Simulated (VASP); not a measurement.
Au, 1 atom in the cell. The structure is cubic, space group Fm-3m (No. 225). Conventional cell: a = 3.987 Å, b = 3.987 Å, c = 3.987 Å, α = 90.00°, β = 90.00°, γ = 90.00°. Au (site symmetry m-3m) has 12 Au at 2.82 Å within 3.7 Å. 

```yaml
Program: VASP 6.6.1
Task: single point
Functional: PBEsol
Dispersion: D3(BJ)
Potentials_or_basis: VASP PAW PBE potentials, release 64 (Au)
Cutoff: 520 eV
k_mesh: 11 × 11 × 11
Occupations: fermi-dirac, width 0.05 eV
Spin: no spin polarisation
Dipole_correction: no
Further_INCAR_settings: ALGO = Normal; EDIFF = 1e-07; NBANDS = 12
```

Potentials or basis: VASP PAW PBE potentials, release 64 (Au).

Run with:

```console
$ cat potpaw_PBE.64/Au/POTCAR > POTCAR
$ mpirun -np 1 vasp_std > vasp.out
```

Hardware: 1 thread of Intel(R) Xeon(R) Platinum 8259CL CPU @ 2.50GHz (Skylake/Cascade Lake), with other jobs on the host.

Estimate the wall time of this run.

It took 10 s on 1 thread of Intel(R) Xeon(R) Platinum 8259CL CPU @ 2.50GHz (Skylake/Cascade Lake), on a shared host, peak memory 0.15 GiB. Counts: scf iterations 11, k points 56.
